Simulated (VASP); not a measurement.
Fe:

```xyz
1
Lattice="2.3343 0.0000 0.0000 0.0000 2.3343 0.0000 0.0000 0.0000 2.3343" Properties=species:S:1:pos:R:3 pbc="T T T"
Fe    0.0000    0.0000    0.0000
```

| Quantity | Value |
| --- | --- |
| Program | VASP 6.6.1 |
| Task | relaxation of cell and atoms |
| Functional | PBEsol |
| Potentials or basis | VASP PAW PBE potentials, release 64 (Fe) |
| Cutoff | 600 eV |
| k mesh | 13 × 13 × 13 |
| Occupations | fermi-dirac, width 0.1 eV |
| Spin | no spin polarisation |

At the start: pressure -22.6 GPa; volume 12.72 Å³/atom.

**Question.** How do energy, volume and symmetry change on relaxing?

**Answer.** Over 7 steps the energy falls by 124.8 meV/atom and the volume is 11.15 Å³/atom (-12.3 %); space group Pm-3m (No. 221, to 0.05 Å).

Step by step:
```
step  energy change (eV)  largest force (eV/Å)  pressure (GPa)  volume (Å³)
   1              0.0000                0.0000          -22.56        12.72
   2              0.0518                0.0000           44.19         9.70
   3             -0.1246                0.0000           -0.86        11.19
   4             -0.1248                0.0000           -0.18        11.16
   5             -0.1247                0.0000            0.44        11.13
   6             -0.1247                0.0000           -0.43        11.17
   7             -0.1248                0.0000            0.00        11.15
```

Final structure:
```cif
data_structure
_symmetry_space_group_name_H-M 'P 1'
_symmetry_Int_Tables_number 1
_cell_length_a 2.2341
_cell_length_b 2.2341
_cell_length_c 2.2341
_cell_angle_alpha 90.000
_cell_angle_beta 90.000
_cell_angle_gamma 90.000
_cell_volume 11.15
loop_
_atom_site_label
_atom_site_type_symbol
_atom_site_fract_x
_atom_site_fract_y
_atom_site_fract_z
_atom_site_occupancy
Fe1 Fe 0.00000 0.00000 0.00000 1
```

Caveat: the PAW data sets were made with another functional, which shifts forces and pressure a little; the run has no spin polarisation, though such a crystal can be magnetic.
